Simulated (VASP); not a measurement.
# MoS2 in VASP: further runs, part 2 of 3

VASP 6.6.1.

**4. Electric field gradients, LDA (18.80 Å³/atom)**

This run uses another cell than the first one, of 18.80 Å³/atom.

File INCAR:

```
SYSTEM = MoS2
  ALGO = Normal
  EDIFF = 1E-8
  ENCUT = 520
  ISIF = 2
  ISMEAR = -1
  LASPH = .TRUE.
  LCHARG = .FALSE.
  LEFG = .TRUE.
  LREAL = .FALSE.
  LWAVE = .FALSE.
  NBANDS = 35
  NELM = 80
  PREC = Accurate
  SIGMA = 0.03
```

File KPOINTS:

```
k-points
0
G
  10 10 3
  0 0 0
```

File POSCAR:

```
MoS2
1.0
    3.2229977647      0.0000000000      0.0000000000
   -1.6114988823      2.7911979406      0.0000000000
    0.0000000000      0.0000000000     12.5361396517
Mo S
2 4
Direct
    0.3333333333      0.6666666667      0.2500000000
    0.6666666667      0.3333333333      0.7500000000
    0.3333333333      0.6666666667      0.6275000000
    0.6666666667      0.3333333333      0.1275000000
    0.3333333333      0.6666666667      0.8725000000
    0.6666666667      0.3333333333      0.3725000000
```

Potentials or basis: VASP PAW LDA potentials, release 64 (Mo_sv, S).

The run is started by

```sh
> cat potpaw_LDA.64/Mo_sv/POTCAR potpaw_LDA.64/S/POTCAR > POTCAR
> mpirun -np 1 vasp_std > vasp.out
```

OUTCAR:

```text
SYSTEM = MoS2
   EDIFF = 1E-8
   ENCUT = 520
   ISIF = 2
   ISMEAR = -1
   LASPH = .TRUE.
   LREAL = .FALSE.
   NELM = 80
   PREC = Accurate

 ion  position               nearest neighbor table
   1  0.333  0.667  0.250-   4 2.41   6 2.41   4 2.41   6 2.41   4 2.41   6 2.41
   2  0.667  0.333  0.750-   3 2.41   5 2.41   3 2.41   5 2.41   3 2.41   5 2.41
   3  0.333  0.667  0.627-   2 2.41   2 2.41   2 2.41
   4  0.667  0.333  0.127-   1 2.41   1 2.41   1 2.41
   5  0.333  0.667  0.873-   2 2.41   2 2.41   2 2.41
   6  0.667  0.333  0.373-   1 2.41   1 2.41   1 2.41

  LATTYP: Found a hexagonal cell.
 ALAT       =     3.2229977647
 C/A-ratio  =     3.8895899305

  Lattice vectors:

 A1 = (   3.2229977647,   0.0000000000,   0.0000000000)
 A2 = (  -1.6114988823,   2.7911979406,   0.0000000000)
 A3 = (   0.0000000000,   0.0000000000,  12.5361396517)

Analysis of symmetry for initial positions (statically):
=====================================================================
 Subroutine PRICEL returns:
 Original cell was already a primitive cell.

 Routine SETGRP: Setting up the symmetry group for a
 hexagonal supercell.

 Subroutine GETGRP returns: Found 24 space group operations
 (whereof 12 operations were pure point group operations)
 out of a pool of 24 trial point group operations.

The static configuration has the point symmetry D_3d.
 The point group associated with its full space group is D_6h.

Analysis of symmetry for dynamics (positions and initial velocities):
=====================================================================
 Subroutine PRICEL returns:
 Original cell was already a primitive cell.

 Routine SETGRP: Setting up the symmetry group for a
 hexagonal supercell.

 Subroutine GETGRP returns: Found 24 space group operations
 (whereof 12 operations were pure point group operations)
 out of a pool of 24 trial point group operations.

The dynamic configuration has the point symmetry D_3d.
 The point group associated with its full space group is D_6h.

 Subroutine INISYM returns: Found 24 space group operations
 (whereof 12 operations are pure point group operations),
 and found     1 'primitive' translations

----------------------------------------------------------------------------------------

                                     Primitive cell

  volume of cell :     112.7754

  direct lattice vectors                    reciprocal lattice vectors
     3.222997765  0.000000000  0.000000000     0.310270150  0.179134555  0.000000000
    -1.611498882  2.791197941  0.000000000     0.000000000  0.358269109  0.000000000
     0.000000000  0.000000000 12.536139652     0.000000000  0.000000000  0.079769373

  length of vectors
     3.222997765  3.222997765 12.536139652     0.358269109  0.358269109  0.079769373

  position of ions in fractional coordinates (direct lattice)
     0.333333333  0.666666667  0.250000000
     0.666666667  0.333333333  0.750000000
     0.333333333  0.666666667  0.627500000
     0.666666667  0.333333333  0.127500000
     0.333333333  0.666666667  0.872500000
     0.666666667  0.333333333  0.372500000

  ion indices of the primitive-cell ions
   primitive index   ion index
[... 103 lines left out ...]
   GGA     = CA    functional components
   LHFCALC =     F    Hartree Fock is set to
   AEXX    =    0.0000 exact exchange contribution
   IVDW    =     0    specifies the selected vdW correction
   LEPSILON=     F    determine dielectric tensor
   LRPA    =     F    only Hartree local field effects (RPA)
 non-spin polarized calculation
  energy-cutoff  :      520.00
  volume of cell :      112.78
 maximum number of plane-waves:      3072
 NGX is ok and might be reduce to    24
   NGX = 11   NGY = 11   NGZ = 47

 number of electron      51.9999999 magnetization

 Free energy of the ion-electron system (eV)
  ---------------------------------------------------
  ext. energy  EPLUGINS =         0.00000000
  ---------------------------------------------------
  free energy    TOTEN  =       -48.74378213 eV

  energy without entropy =      -48.74378211  energy(sigma->0) =      -48.74378212

 E-fermi :   7.1726     XC(G=0): -10.8152

 val. band max:        6.8019377486   @ k =   0.0000   0.0000   0.0000
 cond. band min:       7.6338677865   @ k =   0.3000   0.3000   0.0000
 fundamental gap:      0.8319300379
 Fermi energy:         7.1726471925

 k-point     1 :       0.0000    0.0000    0.0000
  band No.  band energies     occupation
      1     -54.4879      2.00000
      2     -54.4879      2.00000
      3     -28.8069      2.00000
      4     -28.8068      2.00000
      5     -28.6367      2.00000
      6     -28.6367      2.00000
[... 901 lines left out ...]
     34      10.3523      0.00000
     35      12.3766      0.00000

 [... further k-points ...]

------------------------ aborting loop because EDIFF is reached ----------------------------------------

  FORCE on cell =-STRESS in cart. coord.  units (eV):
  Direction    XX          YY          ZZ          XY          YZ          ZX
  --------------------------------------------------------------------------------------
  -------------------------------------------------------------------------------------
  Total       -6.3660559     -6.3660559     -2.4378993     -0.0000000     -0.0000000      0.0000000
  in kB      -90.4412530    -90.4412531    -34.6347368     -0.0000000     -0.0000000      0.0000000
  external PRESSURE =     -71.8390810 kB  Pullay stress =       0.0000000 kB

 VOLUME and BASIS-vectors are now :
 -----------------------------------------------------------------------------
  energy-cutoff  :      520.00
  volume of cell :      112.78
      direct lattice vectors                 reciprocal lattice vectors
     3.222997765  0.000000000  0.000000000     0.310270150  0.179134555  0.000000000
    -1.611498882  2.791197941  0.000000000     0.000000000  0.358269109  0.000000000
     0.000000000  0.000000000 12.536139652     0.000000000  0.000000000  0.079769373

 POSITION                                       TOTAL-FORCE (eV/Angst)
 -----------------------------------------------------------------------------------
     -0.00000      1.86080      3.13403        -0.000000      0.000000      0.000000
      1.61150      0.93040      9.40210         0.000000     -0.000000      0.000000
     -0.00000      1.86080      7.86643        -0.000000      0.000000      0.226201
      1.61150      0.93040      1.59836         0.000000      0.000000      0.226201
     -0.00000      1.86080     10.93778         0.000000     -0.000000     -0.226201
      1.61150      0.93040      4.66971         0.000000     -0.000000     -0.226201
 -----------------------------------------------------------------------------------
    total drift:                               -0.000000      0.000000     -0.000000

  FREE ENERGIE OF THE ION-ELECTRON SYSTEM (eV)
  ---------------------------------------------------
  free  energy   TOTEN  =       -48.7437821326 eV

  energy  without entropy=      -48.7437821050  energy(sigma->0) =      -48.74378212

 Electric field gradients (V/A^2)
---------------------------------------------------------------------
 ion       V_xx      V_yy      V_zz      V_xy      V_xz      V_yz
---------------------------------------------------------------------
   1      44.838    44.838   -89.676    -0.000     0.000    -0.000
   2      44.838    44.838   -89.676    -0.000    -0.000     0.000
   3      29.339    29.340   -58.679     0.001    -0.000     0.000
   4      29.339    29.340   -58.679     0.001     0.000    -0.000
   5      29.339    29.340   -58.679     0.001     0.000    -0.000
   6      29.339    29.340   -58.679     0.001    -0.000     0.000
---------------------------------------------------------------------

 Electric field gradients after diagonalization (V/A^2)
 (convention: |V_zz| > |V_xx| > |V_yy|)
----------------------------------------------------------------------
 ion       V_xx      V_yy      V_zz     asymmetry (V_yy - V_xx)/ V_zz
----------------------------------------------------------------------
   1      44.839    44.838   -89.676       0.000
   2      44.839    44.838   -89.676       0.000
   3      29.340    29.339   -58.679       0.000
   4      29.340    29.339   -58.679       0.000
   5      29.340    29.339   -58.679       0.000
   6      29.340    29.339   -58.679       0.000
----------------------------------------------------------------------

           NMR quadrupolar parameters

 Cq : quadrupolar parameter    Cq=e*Q*V_zz/h
 eta: asymmetry parameters     (V_yy - V_xx)/ V_zz
 Q  : nuclear electric quadrupole moment in mb (millibarn)
----------------------------------------------------------------------
 ion       Cq(MHz)       eta       Q (mb)
----------------------------------------------------------------------
   1      -0.217       0.000       1.000
   2      -0.217       0.000       1.000
   3      -0.142       0.000       1.000
   4      -0.142       0.000       1.000
   5      -0.142       0.000       1.000
   6      -0.142       0.000       1.000
----------------------------------------------------------------------
```

It took 2.4 min on 1 thread of Intel Xeon 8259CL, shared host; peak memory 0.24 GiB.

Results:

- Free energy: -48.7438 eV
- Pressure: -7.2 GPa
- Largest force: 0.226 eV/Å
- Band gap on the k mesh: 0.83 eV (least direct gap 1.73 eV)
- Largest electric field gradient by atom: Mo -89.7; S -58.7 V/Å²

Forces in eV/Å, atoms in the order of the input:
```
Mo   0.000  0.000  0.000
Mo   0.000  0.000  0.000
S    0.000  0.000  0.226
S    0.000  0.000  0.226
S    0.000  0.000 -0.226
S    0.000  0.000 -0.226
```

Stress tensor (GPa, compression positive):
```
-9.04  0.00  0.00
 0.00 -9.04  0.00
 0.00  0.00 -3.46
```

Levels at points of the mesh, in eV from the valence-band top:
```
           k point  band 22  band 23  band 24  band 25  band 26  band 27  band 28  band 29  band 30  band 31
(0.00, 0.00, 0.00)    -2.38    -2.38    -1.24    -1.00     0.00     1.90     1.90     1.92     1.92     2.17
(0.50, 0.00, 0.00)    -2.39    -1.93    -1.79    -1.44    -1.32     1.30     1.34     1.76     1.93     2.71
```

Electric field gradients, principal values (V/Å²):
```
atom   least  middle  greatest (by size)
1 Mo  44.838  44.839             -89.676
2 Mo  44.838  44.839             -89.676
 3 S  29.339  29.340             -58.679
 4 S  29.339  29.340             -58.679
 5 S  29.339  29.340             -58.679
 6 S  29.339  29.340             -58.679
```

Caveat: the cell stands under tension; without QUAD_EFG the Cq values of the log hold for a quadrupole moment of 1 mb, not for the nuclei; an odd mesh through Γ misses points on the zone boundary, where band edges can lie.

[end of part 2 of 3]
